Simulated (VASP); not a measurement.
Here is a VASP 6.6.1 calculation.

The input INCAR:

```
SYSTEM = MgB2
PREC = Accurate
ENCUT = 750
EDIFF = 1E-6
ISMEAR = 0
SIGMA = 0.1
LREAL = .FALSE.
LASPH = .TRUE.
NELM = 120
ALGO = Normal
ISIF = 2
LWAVE = .FALSE.
LCHARG = .FALSE.
GGA = PE
NBANDS = 15
GGA_COMPAT = .FALSE.
```

Contents of KPOINTS:

```
regular mesh
0
G
  15 15 12
  0 0 0
```

Contents of POSCAR:

```
MgB2
1.0
    3.2110413655      0.0000000000      0.0000000000
   -1.6055206828      2.7808433952      0.0000000000
    0.0000000000      0.0000000000      3.4364706460
Mg B
1 2
Direct
    0.0000000000      0.0000000000      0.0000000000
    0.6666666667      0.3333333333      0.5000000000
    0.3333333333      0.6666666667      0.5000000000
```

Potentials or basis: VASP PAW PBE potentials, release 64 (Mg_sv, B).

Command:

```sh
$ cat potpaw_PBE.64/Mg_sv/POTCAR potpaw_PBE.64/B/POTCAR > POTCAR
$ mpirun -np 1 vasp_std > vasp.out
```

**Question.** What does it give for the band gap on the k mesh?

**Answer.** Zero (bands 8 and 9 overlap by 4.09 eV).

**Question.** What does it give for the pressure?

**Answer.** -10.9 GPa.

Stress tensor (GPa, compression positive):
```
-17.43   0.00   0.00
  0.00 -17.43   0.00
  0.00   0.00   2.24
```

Caveat: the cell differs from its parent crystal (biaxial strain in the a-b plane: +4.5 %); the cell stands under tension.
